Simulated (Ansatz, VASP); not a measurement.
ZrC in VASP and in Ansatz

The input POSCAR:

```
ZrC
1.0
    0.0000000000      1.9376948050      1.9376948050
    1.9376948050      0.0000000000      1.9376948050
    1.9376948050      1.9376948050      0.0000000000
Zr C
1 1
Direct
    0.5000000000      0.5000000000      0.5000000000
    0.0000000000      0.0000000000      0.0000000000
```

Contents of INCAR.step1:

```
SYSTEM = ZrC
PREC = Accurate ; ENCUT = 520
ISMEAR = -1 ; SIGMA = 0.05
LREAL = .FALSE. ; LASPH = .TRUE.
NELM = 100 ; NBANDS = 15
GGA = PE ; ALGO = Normal
EDIFF = 1E-4 ; LWAVE = .TRUE.
LCHARG = .FALSE.
```

The input INCAR.step2:

```
SYSTEM = ZrC
PREC = Accurate ; ENCUT = 520
EDIFF = 1E-8 ; ISMEAR = -1
SIGMA = 0.05 ; LREAL = .FALSE.
LASPH = .TRUE. ; NELM = 100
ALGO = Normal ; ISIF = 2
LWAVE = .FALSE. ; LCHARG = .FALSE.
METAGGA = R2SCAN ; LMIXTAU = .TRUE.
LEFG = .TRUE. ; NBANDS = 15
ISTART = 1
```

Contents of KPOINTS:

```
regular mesh
0
G
  13 13 13
  0 0 0
```

Input for Ansatz:

```yaml
crystal:
  lattice:
    - [0.0, 1.937694805, 1.937694805]
    - [1.937694805, 0.0, 1.937694805]
    - [1.937694805, 1.937694805, 0.0]
  atoms:
    - { symbol: Zr, position: [0.5, 0.5, 0.5] }
    - { symbol: C, position: [0.0, 0.0, 0.0] }
kpoints:
  mp_grid: { grid: [13, 13, 13] }
  band_path:
    path:
      - [0.0, 0.0, 0.0]
      - [0.5, 0.0, 0.5]
      - [0.625, 0.25, 0.625]
      - [0.375, 0.375, 0.75]
      - [0.0, 0.0, 0.0]
      - [0.5, 0.5, 0.5]
      - [0.5, 0.25, 0.75]
      - [0.5, 0.0, 0.5]
    npoints: 6
scf:
  occupations: { method: fermi_dirac, width: 0.05 }
hamiltonian:
  xc: r2scan
  pseudopotentials: { kind: paw }
output:
  forces: true
  stress: true
  eigenvalues: true
  efg: { contact_densities: true }
  populations: true
```

Change from the starting cell: volume scaled by 0.55, PAW files.

Alike in both runs: task electric field gradients; functional r2SCAN; k mesh 13 × 13 × 13; occupations fermi-dirac, width 0.05 eV; no spin polarisation.

```csv
,VASP,Ansatz
version,VASP 6.6.1,Ansatz 0.2.0
potentials or method,"VASP PAW PBE potentials, release 64 (Zr_sv, C)","PAW with Ansatz's default frozen-core files, scalar-relativistic"
plane-wave cutoff (eV),520,500
valence electrons in the cell,16,16
```

|  | VASP | Ansatz | Ansatz less VASP |
| --- | --- | --- | --- |
| pressure (GPa) | 408.5 | 407.0 | -1.49 |

VASP's potentials were made for PBE, not for r2SCAN. Both programs put the cell under a high pressure, so it lies far from rest at this level.

Noted on VASP's run: the cell as given lies far from equilibrium.
